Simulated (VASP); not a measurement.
Set up this calculation in VASP 6.6.1, as the native input.

```yaml
Task: single point
Functional: revPBE
Potentials_or_basis: VASP PAW PBE potentials, release 64 (Mo_sv)
Cutoff: 520 eV
k_mesh: 14 × 14 × 14
Occupations: fermi-dirac, width 0.1 eV
Spin: no spin polarisation
Dipole_correction: no
Further_INCAR_settings: ALGO = Normal; EDIFF = 1e-07; NBANDS = 13
```

The structure of Mo lies in POSCAR:

```
Mo
1.0
    2.6816514835      0.0000000000      0.0000000000
    0.0000000000      2.6816514835      0.0000000000
    0.0000000000      0.0000000000      2.6816514835
Mo
1
Direct
    0.0000000000      0.0000000000      0.0000000000
```

This cell differs from its parent crystal: volume scaled by 1.08.

The input as run:

INCAR

```
PREC     = Accurate       # precision mode
ENCUT    = 520            # plane-wave cutoff, eV
EDIFF    = 1E-7           # SCF threshold, eV
ISMEAR   = -1             # smearing method
SIGMA    = 0.1            # smearing width, eV
LREAL    = False          # projectors in reciprocal space
LASPH    = True           # aspherical terms in the spheres
NELM     = 80             # most SCF steps
ALGO     = Normal         # electronic algorithm
ISIF     = 2              # what is computed and relaxed
LWAVE    = False          # write WAVECAR
LCHARG   = False          # write CHGCAR
GGA      = RE             # functional
NBANDS   = 13             # bands
```

KPOINTS

```
Automatic mesh
0
Gamma
  14 14 14
```

Potentials or basis: VASP PAW PBE potentials, release 64 (Mo_sv).

Launch:

```sh
$ cat potpaw_PBE.64/Mo_sv/POTCAR > POTCAR
$ mpirun -np 1 vasp_std > vasp.out
```

Results of the run:

```json
{"Pressure": "-12.3 GPa", "Band gap on the k mesh": "zero (band 7 reaches 10.83 eV, above the bottom of band 8 at 8.72 eV)"}
```

Caveat: the PAW data sets were made with another functional, which shifts forces and pressure a little.

Run time: 16 s on 1 thread of Intel(R) Xeon(R) Platinum 8259CL CPU @ 2.50GHz (Skylake/Cascade Lake), on a shared host, peak memory 0.14 GiB.
